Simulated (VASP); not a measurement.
Wanted: the native input for a VASP 6.6.1 run.

| Property | Result |
| --- | --- |
| Task | single point |
| Functional | PBEsol |
| Potentials or basis | VASP PAW PBE potentials, release 64 (Cd, F) |
| Cutoff | 520 eV |
| k mesh | 8 × 8 × 8 |
| Occupations | gaussian, width 0.05 eV |
| Spin | no spin polarisation |
| Dipole correction | no |
| Further INCAR settings | ALGO = Normal; EDIFF = 1e-06; NBANDS = 20 |

The structure of CdF2 lies in POSCAR:

```
CdF2
1.0
    0.0000000000      2.8367716637      2.6183402456
    2.8367716637      0.0000000000      2.6183402456
    2.8367716637      2.8367716637      0.0000000000
Cd F
1 2
Direct
    0.0000000000      0.0000000000      0.0000000000
    0.2500000000      0.2500000000      0.2500000000
    0.7500000000      0.7500000000      0.7500000000
```

This cell differs from its parent crystal: volume 14.047 Å^3 an atom, c/a of the conventional cell 0.9230.

The input as run:

INCAR

```
SYSTEM = CdF2
PREC = Accurate
ENCUT = 520
EDIFF = 1E-6
ISMEAR = 0
SIGMA = 0.05
LREAL = .False.
LASPH = .True.
NELM = 60
ALGO = Normal
ISIF = 2
LWAVE = .False.
LCHARG = .True.
GGA = PS
LELF = .True.
LVHAR = .True.
NBANDS = 20
```

KPOINTS

```
Automatic mesh
0
Gamma
  8 8 8
  0 0 0
```

Potentials or basis: VASP PAW PBE potentials, release 64 (Cd, F).

Run with:

```bash
$ cat potpaw_PBE.64/Cd/POTCAR potpaw_PBE.64/F/POTCAR > POTCAR
$ mpirun -np 1 vasp_std > vasp.out
```

Results of the run:

```
Pressure               : -6.5 GPa
Band gap on the k mesh : 2.43 eV, indirect (least direct gap 2.95 eV)
```

Caveat: the PAW data sets were made with another functional, which shifts forces and pressure a little.

It took 46 s on 1 thread of Intel(R) Xeon(R) Platinum 8259CL CPU @ 2.50GHz (Skylake/Cascade Lake) (shared host), peak memory 0.19 GiB.
